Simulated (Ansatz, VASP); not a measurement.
## CdO: VASP beside Ansatz

```xyz
2
Lattice="0.0000 2.3495 2.3495 2.3495 0.0000 2.3495 2.3495 2.3495 0.0000" Properties=species:S:1:pos:R:3 pbc="T T T"
Cd    0.0000    0.0000    0.0000
O     2.3495    2.3495    2.3495
```

Alike in both runs: task single point; functional PBE; k mesh 8 × 8 × 8; occupations fermi-dirac, width 0.03 eV; no spin polarisation.

|  | VASP | Ansatz |
| --- | --- | --- |
| version | VASP 6.6.1 | Ansatz 0.2.0 |
| potentials or method | VASP PAW PBE potentials, release 64 (Cd, O), cutoff 600 eV | all-electron LAPW, scalar-relativistic |

VASP gave:

- pressure (GPa): 7.4

Question: Estimate Ansatz's values.

Answer: Pressure (GPa): 6.1.

Ansatz ran all-electron here, and VASP with PAW potentials.
